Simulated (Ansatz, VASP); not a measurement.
One calculation of CdS, two programs

File INCAR:

```
SYSTEM = CdS
ALGO = Normal ; EDIFF = 1E-6
ENCUT = 520 ; GGA = PE
ISIF = 2 ; ISMEAR = -1
LASPH = .TRUE. ; LCHARG = .FALSE.
LREAL = .FALSE. ; LWAVE = .FALSE.
NBANDS = 16 ; NELM = 100
PREC = Accurate ; SIGMA = 0.05
```

File KPOINTS:

```
k-points
0
G
  4 4 4
  0 0 0
```

The input POSCAR:

```
CdS
1.0
    0.0000000000      2.7532440000      2.7532440000
    2.7532440000      0.0000000000      2.7532440000
    2.7532440000      2.7532440000      0.0000000000
Cd S
1 1
Direct
    0.0000000000      0.0000000000      0.0000000000
    0.5000000000      0.5000000000      0.5000000000
```

The input input.yaml:

```yaml
crystal:
  lattice:
    - [0.0, 2.753244, 2.753244]
    - [2.753244, 0.0, 2.753244]
    - [2.753244, 2.753244, 0.0]
  atoms:
    - { symbol: Cd, position: [0.0, 0.0, 0.0] }
    - { symbol: S, position: [0.5, 0.5, 0.5] }
kpoints:
  mp_grid: { grid: [4, 4, 4] }
scf:
  occupations: { method: fermi_dirac, width: 0.05 }
hamiltonian:
  xc: pbe
  pseudopotentials: { kind: all_electron, datasets: crystal }
output:
  forces: true
  stress: true
  eigenvalues: true
  elf: true
  volumetric_format: npy
```

Alike in both runs: task single point; functional PBE; k mesh 4 × 4 × 4; occupations fermi-dirac, width 0.05 eV; no spin polarisation.

```csv
,VASP,Ansatz
version,VASP 6.6.1,Ansatz 0.2.0
potentials or method,"VASP PAW PBE potentials, release 64 (Cd, S), cutoff 520 eV",all-electron PAW datasets made for the crystal
```

```csv
,VASP,Ansatz,Ansatz less VASP
pressure (GPa),0.3,-0.1,-0.38
```

Ansatz ran all-electron here, and VASP with PAW potentials.

The k mesh is coarse, so the values compare programs but aren't converged.
